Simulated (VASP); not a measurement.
Crystal: Ta2F.

```
CELL_PARAMETERS angstrom
6.24217 0.00000 0.00000
0.00000 3.02440 0.00000
-0.01320 0.00000 5.04391
ATOMIC_POSITIONS crystal
Ta 0.65666 0.56653 0.38561
Ta 0.34334 0.06653 0.11439
Ta 0.34334 0.43347 0.61439
Ta 0.65666 0.93347 0.88561
F 0.00000 0.00000 0.00000
F 0.00000 0.50000 0.50000
```

- Program: VASP 6.6.1
- Task: relaxation of cell and atoms
- Functional: PBE
- Potentials or basis: VASP PAW PBE potentials, release 64 (Ta_pv, F)
- Cutoff: 600 eV
- k mesh: 3 × 5 × 3
- Occupations: gaussian, width 0.2 eV
- Spin: no spin polarisation

At the start: pressure 19.9 GPa; volume 15.87 Å³/atom.

Problem. Where does the relaxation end?

Solution. Over 20 steps the energy falls by 436.2 meV/atom and the volume is 17.14 Å³/atom (+8.0 %); space group P2_1/c (No. 14, to 0.05 Å).

Step by step:
| step | energy change (eV) | largest force (eV/Å) | pressure (GPa) | volume (Å³) |
| --- | --- | --- | --- | --- |
| 1 | 0.0000 | 5.0169 | 19.91 | 95.22 |
| 2 | 0.5457 | 1.3926 | -21.70 | 124.25 |
| 3 | -1.6388 | 0.5611 | -6.99 | 106.14 |
| 4 | -1.6609 | 0.4909 | -5.55 | 105.19 |
| 5 | -1.6657 | 0.4930 | -4.46 | 104.52 |
| 6 | -1.9665 | 0.7591 | 2.73 | 99.51 |
| 7 | -1.9710 | 0.8403 | 4.05 | 98.81 |
| 8 | -2.1739 | 0.8788 | 3.25 | 98.98 |
| 9 | -2.2410 | 0.8281 | 3.31 | 99.00 |
| 10 | -2.3449 | 0.6397 | -1.54 | 101.85 |
| 11 | -2.3535 | 0.5750 | -3.19 | 102.93 |
| 12 | -2.4444 | 0.4519 | -2.33 | 102.68 |
| 13 | -2.5452 | 0.3232 | 0.06 | 102.07 |
| 14 | -2.5478 | 0.3769 | 0.59 | 101.95 |
| 15 | -2.5859 | 0.1986 | 0.33 | 102.37 |
| 16 | -2.5995 | 0.3416 | 0.11 | 102.82 |
| 17 | -2.6150 | 0.1339 | -0.44 | 103.22 |
| 18 | -2.6152 | 0.1120 | -0.51 | 103.27 |
| 19 | -2.6167 | 0.0244 | 0.72 | 102.70 |
| 20 | -2.6169 | 0.0433 | 0.37 | 102.86 |

Final structure:
```
Ta F
1.0
     6.37610    0.00000   -0.79303
     0.00000    2.86970    0.00000
    -0.66569    0.00000    5.70423
Ta F
4 2
Direct
  0.66471 0.62323 0.40793
  0.33529 0.12323 0.09207
  0.33529 0.37677 0.59207
  0.66471 0.87677 0.90793
  0.00000 0.00000 0.00000
  0.00000 0.50000 0.50000
```

Caveat: the k points lie up to 0.44 Å⁻¹ apart in the final cell; the relaxation stopped at a loose force limit of 0.08 eV/Å, so its end isn't a converged minimum.
